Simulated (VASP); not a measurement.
# NiSb (P6_3/mmc) in VASP: further runs

Runs on NiSb. Level: PBE. Tasks: single point.

All numbers are computed with VASP 6.6.1; they aren't measurements. Logs are shortened: lines on timing, memory, paths and dates and some standing lists are left out, and cuts for length are marked.

## 1. The cell of the first run

It takes space group P6_3/mmc (No. 194, hexagonal). The conventional cell has a = 3.810 Å, b = 3.810 Å, c = 4.942 Å, α = 90.00°, β = 90.00°, γ = 120.00°. Within 3.3 Å of Ni (site symmetry -3m) lie 2 Ni at 2.47 Å and 6 Sb at 2.52 Å. Within 3.4 Å of Sb (site symmetry -6m2) lie 6 Ni at 2.52 Å and 6 Sb at 3.31 Å.

## 2. Single point, PBE (15.53 Å³/atom)

The input, INCAR:

```
ALGO     = Normal         # electronic algorithm
EDIFF    = 1E-6           # SCF threshold, eV
ENCUT    = 520            # plane-wave cutoff, eV
GGA      = PE             # functional
ISIF     = 2              # what is computed and relaxed
ISMEAR   = 0              # smearing method
LASPH    = True           # aspherical terms in the spheres
LCHARG   = False          # write CHGCAR
LREAL    = False          # projectors in reciprocal space
LWAVE    = False          # write WAVECAR
NBANDS   = 23             # bands
NELM     = 80             # most SCF steps
PREC     = Accurate       # precision mode
SIGMA    = 0.1            # smearing width, eV
```

The input, KPOINTS:

```
k-points
0
Gamma
  12 12 8
```

The input, POSCAR:

```
NiSb
1.0
    3.8098129131      0.0000000000      0.0000000000
   -1.9049064566      3.2993947664      0.0000000000
    0.0000000000      0.0000000000      4.9417256715
Ni Sb
2 2
Direct
    0.0000000000      0.0000000000      0.0000000000
    0.0000000000      0.0000000000      0.5000000000
    0.3333333333      0.6666666667      0.2500000000
    0.6666666667      0.3333333333      0.7500000000
```

Potentials or basis: VASP PAW PBE potentials, release 64 (Ni, Sb).

Launch:

```bash
$ cat potpaw_PBE.64/Ni/POTCAR potpaw_PBE.64/Sb/POTCAR > POTCAR
$ mpirun -np 1 vasp_std > vasp.out
```

OUTCAR:

```text
EDIFF = 1E-6
   ENCUT = 520
   GGA = PE
   ISIF = 2
   ISMEAR = 0
   LASPH = True
   LREAL = False
   NELM = 80
   PREC = Accurate

 ion  position               nearest neighbor table
   1  0.000  0.000  0.000-   2 2.47   2 2.47   4 2.52   3 2.52   4 2.52   3 2.52   4 2.52   3 2.52

   2  0.000  0.000  0.500-   1 2.47   1 2.47   4 2.52   3 2.52   4 2.52   3 2.52   4 2.52   3 2.52

   3  0.333  0.667  0.250-   1 2.52   2 2.52   1 2.52   2 2.52   1 2.52   2 2.52   4 3.31   4 3.31
                             4 3.31   4 3.31   4 3.31   4 3.31
   4  0.667  0.333  0.750-   1 2.52   2 2.52   1 2.52   2 2.52   1 2.52   2 2.52   3 3.31   3 3.31
                             3 3.31   3 3.31   3 3.31   3 3.31

  LATTYP: Found a hexagonal cell.
 ALAT       =     3.8098129131
 C/A-ratio  =     1.2971045519

  Lattice vectors:

 A1 = (   3.8098129131,   0.0000000000,   0.0000000000)
 A2 = (  -1.9049064566,   3.2993947664,   0.0000000000)
 A3 = (   0.0000000000,   0.0000000000,   4.9417256715)

Analysis of symmetry for initial positions (statically):
=====================================================================
 Subroutine PRICEL returns:
 Original cell was already a primitive cell.

 Routine SETGRP: Setting up the symmetry group for a
 hexagonal supercell.

 Subroutine GETGRP returns: Found 24 space group operations
 (whereof 12 operations were pure point group operations)
 out of a pool of 24 trial point group operations.

The static configuration has the point symmetry D_3d.
 The point group associated with its full space group is D_6h.

Analysis of symmetry for dynamics (positions and initial velocities):
=====================================================================
 Subroutine PRICEL returns:
 Original cell was already a primitive cell.

 Routine SETGRP: Setting up the symmetry group for a
 hexagonal supercell.

 Subroutine GETGRP returns: Found 24 space group operations
 (whereof 12 operations were pure point group operations)
 out of a pool of 24 trial point group operations.

The dynamic configuration has the point symmetry D_3d.
 The point group associated with its full space group is D_6h.

 Subroutine INISYM returns: Found 24 space group operations
 (whereof 12 operations are pure point group operations),
 and found     1 'primitive' translations

----------------------------------------------------------------------------------------

[... 95 lines left out ...]
   NELM   =     80;   NELMIN=  2; NELMDL= -5     # of ELM steps
   EDIFF  = 0.1E-05   stopping-criterion for ELM
   LREAL  =      F    real-space projection
   EDIFFG = 0.1E-04   stopping-criterion for IOM
   NSW    =      0    number of steps for IOM
   IBRION =     -1    ionic relax: 0-MD 1-quasi-New 2-CG
   NFREE  =      0    steps in history (QN), initial steepest desc. (CG)
   ISIF   =      2    stress and relaxation
   ISYM   =      2    0-nonsym 1-usesym 2-fastsym
   POTIM  = 0.5000    time-step for ionic-motion
   TEBEG  =    0.0;   TEEND  =   0.0 temperature during run
   PSTRESS=    0.0 pullay stress
   NELECT =      30.0000    total number of electrons
   NUPDOWN=      -1.0000    fix difference up-down
   EMIN   =  10.00;   EMAX   =-10.00  energy-range for DOS
   EFERMI =   0.00;   METHOD = LEGACY
   ISMEAR =     0;   SIGMA  =   0.10  broadening in eV -4-tet -1-fermi 0-gaus
   EFERMI_NEDOS =   21; number of points for ismear=-14 and -15
   IALGO  =     38    algorithm
   IMIX   =      4    mixing-type and parameters
     AMIX     =   0.40;   BMIX     =  1.00
     AMIX_MAG =   1.60;   BMIX_MAG =  1.00
  volume/ion in A,a.u.               =      15.53       104.80
  Fermi-wavevector in a.u.,A,eV,Ry     =   1.284428  2.427217 22.446280  1.649755
  Thomas-Fermi vector in A             =   2.416622
   LORBIT       =      0    0 simple, 1 ext, 2 COOP (PROOUT), +10 PAW based schemes
   GGA     = PE    functional components
   LHFCALC =     F    Hartree Fock is set to
   AEXX    =    0.0000 exact exchange contribution
   IVDW    =     0    specifies the selected vdW correction
   LEPSILON=     F    determine dielectric tensor
   LRPA    =     F    only Hartree local field effects (RPA)
 non-spin polarized calculation
 Gauss-broadening in eV      SIGMA  =   0.10
  energy-cutoff  :      520.00
  volume of cell :       62.12
 maximum number of plane-waves:      1695
   NGX = 15   NGY = 15   NGZ = 19

 number of electron      29.9999969 magnetization

 Free energy of the ion-electron system (eV)
  ---------------------------------------------------
  ext. energy  EPLUGINS =         0.00000000
  ---------------------------------------------------
  free energy    TOTEN  =       -19.86625754 eV

  energy without entropy =      -19.85758686  energy(sigma->0) =      -19.86192220

 E-fermi :  11.6296     XC(G=0): -12.0204

 val. band max:       11.6174666470   @ k =   0.5000   0.0000   0.1250
 cond. band min:      11.6467372755   @ k =   0.3333   0.2500   0.0000
 fundamental gap:      0.0292706286
 Fermi energy:        11.6295651046

 k-point     1 :       0.0000    0.0000    0.0000
  band No.  band energies     occupation
      1      -2.2766      2.00000
      2       3.0007      2.00000
      3       4.6685      2.00000
      4       7.1040      2.00000
      5       7.1040      2.00000
      6       7.9042      2.00000
[... 613 lines left out ...]
     22      19.2214      0.00000
     23      20.8684      0.00000

 [... further k-points ...]

------------------------ aborting loop because EDIFF is reached ----------------------------------------

  FORCE on cell =-STRESS in cart. coord.  units (eV):
  Direction    XX          YY          ZZ          XY          YZ          ZX
  --------------------------------------------------------------------------------------
  -------------------------------------------------------------------------------------
  Total        7.5253946      7.5253946      7.5750743     -0.0000000      0.0000000     -0.0000000
  in kB      194.0990002    194.0990002    195.3803649     -0.0000000      0.0000000     -0.0000000
  external PRESSURE =     194.5261218 kB  Pullay stress =       0.0000000 kB

 VOLUME and BASIS-vectors are now :
 -----------------------------------------------------------------------------
  energy-cutoff  :      520.00
  volume of cell :       62.12
      direct lattice vectors                 reciprocal lattice vectors
     3.809812913  0.000000000  0.000000000     0.262480080  0.151542945  0.000000000
    -1.904906457  3.299394766  0.000000000     0.000000000  0.303085890  0.000000000
     0.000000000  0.000000000  4.941725672     0.000000000  0.000000000  0.202358461

 POSITION                                       TOTAL-FORCE (eV/Angst)
 -----------------------------------------------------------------------------------
      0.00000      0.00000      0.00000         0.000000      0.000000      0.000000
      0.00000      0.00000      2.47086         0.000000      0.000000      0.000000
     -0.00000      2.19960      1.23543        -0.000000     -0.000000     -0.000000
      1.90491      1.09980      3.70629         0.000000      0.000000     -0.000000
 -----------------------------------------------------------------------------------
    total drift:                               -0.000000      0.000000     -0.000000

  FREE ENERGIE OF THE ION-ELECTRON SYSTEM (eV)
  ---------------------------------------------------
  free  energy   TOTEN  =       -19.8662575431 eV

  energy  without entropy=      -19.8575868603  energy(sigma->0) =      -19.86192220
```

stdout:

```text
POSCAR found type information on POSCAR NiSb
 POSCAR found :  2 types and       4 ions
 scaLAPACK will be used
 LDA part: xc-table for (Slater+PW92), standard interpolation
 POSCAR, INCAR and KPOINTS ok, starting setup
 FFT: planning ... GRIDC
 FFT: planning ... GRID_SOFT
 FFT: planning ... GRID
 WAVECAR not read
 entering main loop
```

Run time: 76 s. Hardware: 1 thread of AMD EPYC 9R45 (Zen 5), shared host; peak memory 0.23 GiB.

What came out:

| Property | Result |
| --- | --- |
| Free energy | -19.8663 eV |
| Pressure | 19.5 GPa |
| Band gap on the k mesh | zero (bands 15 and 16 overlap by 3.82 eV) |

Caveat: the cell stands under pressure; spin-orbit coupling is left out, which moves the levels of the heavy elements. Spin polarisation is off, so any magnetic state and its effect on volume and gap are missing.

## 3. Single point, PBE (16.06 Å³/atom)

This run uses another cell than the first one, of 16.06 Å³/atom.

The input, INCAR:

```
PREC     = Accurate       # precision mode
ENCUT    = 520            # plane-wave cutoff, eV
EDIFF    = 1E-6           # SCF threshold, eV
ISMEAR   = 0              # smearing method
SIGMA    = 0.1            # smearing width, eV
LREAL    = F              # projectors in reciprocal space
LASPH    = T              # aspherical terms in the spheres
NELM     = 80             # most SCF steps
ALGO     = Normal         # electronic algorithm
ISIF     = 2              # what is computed and relaxed
LWAVE    = F              # write WAVECAR
LCHARG   = F              # write CHGCAR
GGA      = PE             # functional
NBANDS   = 23             # bands
```

The input, KPOINTS:

```
regular mesh
0
Gamma
  12 12 8
```

The input, POSCAR:

```
NiSb
1.0
    3.8526233831      0.0000000000      0.0000000000
   -1.9263116916      3.3364697209      0.0000000000
    0.0000000000      0.0000000000      4.9972553269
Ni Sb
2 2
Direct
    0.0000000000      0.0000000000      0.0000000000
    0.0000000000      0.0000000000      0.5000000000
    0.3333333333      0.6666666667      0.2500000000
    0.6666666667      0.3333333333      0.7500000000
```

Potentials or basis: VASP PAW PBE potentials, release 64 (Ni, Sb).

Launch:

```bash
$ cat potpaw_PBE.64/Ni/POTCAR potpaw_PBE.64/Sb/POTCAR > POTCAR
$ mpirun -np 1 vasp_std > vasp.out
```

Wall time 78 s (1 thread of AMD EPYC 9R45 (Zen 5), shared host); peak memory 0.24 GiB.

Results (log left out):

```
Free energy            : -20.0806 eV
Pressure               : 13.2 GPa
Band gap on the k mesh : zero (bands 15 and 16 overlap by 3.66 eV)
```

Stress tensor (GPa, compression positive):
```
13.14  0.00  0.00
 0.00 13.14  0.00
 0.00  0.00 13.26
```

Levels at points of the mesh, in eV from the Fermi level:
```tsv
k point	band 12	band 13	band 14	band 15	band 16	band 17	band 18	band 19
(0.00, 0.00, 0.00)	-1.51	-0.06	0.57	0.57	2.60	2.60	3.13	4.35
(0.50, 0.00, 0.00)	-2.10	-1.80	-1.58	-1.49	-0.29	1.20	3.41	4.28
(0.00, 0.00, 0.50)	-2.37	0.45	0.45	2.18	2.18	2.18	2.18	5.35
(0.50, 0.00, 0.50)	-2.18	-2.05	-2.05	0.13	0.13	1.85	1.85	5.43
```

Caveat: the cell stands under pressure; spin-orbit coupling is left out, which moves the levels of the heavy elements.

## 4. Single point, PBE (16.59 Å³/atom)

This run uses another cell than the first one, of 16.59 Å³/atom.

The input, INCAR:

```
SYSTEM = NiSb
  PREC = Accurate
  ENCUT = 520
  EDIFF = 1E-6
  ISMEAR = 0
  SIGMA = 0.1
  LREAL = .False.
  LASPH = .True.
  NELM = 60
  ALGO = Normal
  ISIF = 2
  LWAVE = .False.
  LCHARG = .True.
  GGA = PE
  LELF = .True.
  LVHAR = .True.
  NBANDS = 23
```

The input, KPOINTS:

```
Automatic mesh
0
Gamma
  12 12 8
  0 0 0
```

The input, POSCAR:

```
NiSb
1.0
    3.8945030052      0.0000000000      0.0000000000
   -1.9472515026      3.3727385376      0.0000000000
    0.0000000000      0.0000000000      5.0515775754
Ni Sb
2 2
Direct
    0.0000000000      0.0000000000      0.0000000000
    0.0000000000      0.0000000000      0.5000000000
    0.3333333333      0.6666666667      0.2500000000
    0.6666666667      0.3333333333      0.7500000000
```

Launch:

```bash
$ cat potpaw_PBE.64/Ni/POTCAR potpaw_PBE.64/Sb/POTCAR > POTCAR
$ mpirun -np 1 vasp_std > vasp.out
```

Run time: 84 s. Hardware: 1 thread of AMD EPYC 9R45 (Zen 5), shared host; peak memory 0.24 GiB.

Results (log left out):

* Free energy: -20.2190 eV
* Pressure: 7.9 GPa
* Band gap on the k mesh: zero (bands 15 and 16 overlap by 3.50 eV)

Stress tensor (GPa, compression positive):
```
7.87 0.00 0.00
0.00 7.87 0.00
0.00 0.00 7.98
```

Levels at points of the mesh, in eV from the Fermi level:
| k point | band 13 | band 14 | band 15 | band 16 | band 17 | band 18 |
| --- | --- | --- | --- | --- | --- | --- |
| (0.00, 0.00, 0.00) | -0.04 | 0.56 | 0.56 | 2.52 | 2.52 | 3.11 |
| (0.50, 0.00, 0.00) | -1.70 | -1.49 | -1.41 | -0.34 | 1.17 | 3.41 |
| (0.00, 0.00, 0.50) | 0.35 | 0.35 | 2.11 | 2.11 | 2.11 | 2.11 |
| (0.50, 0.00, 0.50) | -1.94 | -1.94 | 0.15 | 0.15 | 1.76 | 1.76 |

Caveat: the cell stands under pressure; spin-orbit coupling is left out, which moves the levels of the heavy elements.

## 5. Summary

```csv
cell,gap on the mesh (eV),pressure (GPa)
"a = 3.810, b = 3.810, c = 4.942 Å, angles 90.0, 90.0, 120.0°, 4 atoms",none,19.5
"a = 3.853, b = 3.853, c = 4.997 Å, angles 90.0, 90.0, 120.0°, 4 atoms",none,13.2
"a = 3.895, b = 3.895, c = 5.052 Å, angles 90.0, 90.0, 120.0°, 4 atoms",none,7.9
```

Alike in all rows: task single point; level PBE; potentials or basis VASP PAW PBE potentials, release 64 (Ni, Sb); no spin polarisation; k mesh 12 × 12 × 8; cutoff (eV) 520; smearing gaussian 0.1 eV.

Caveats: the cell stands under pressure; spin-orbit coupling is left out, which moves the levels of the heavy elements.

Absolute energies hang on the potentials; compare differences alone.

The gap in the log of VASP goes by the Fermi energy; the results here count the filled bands.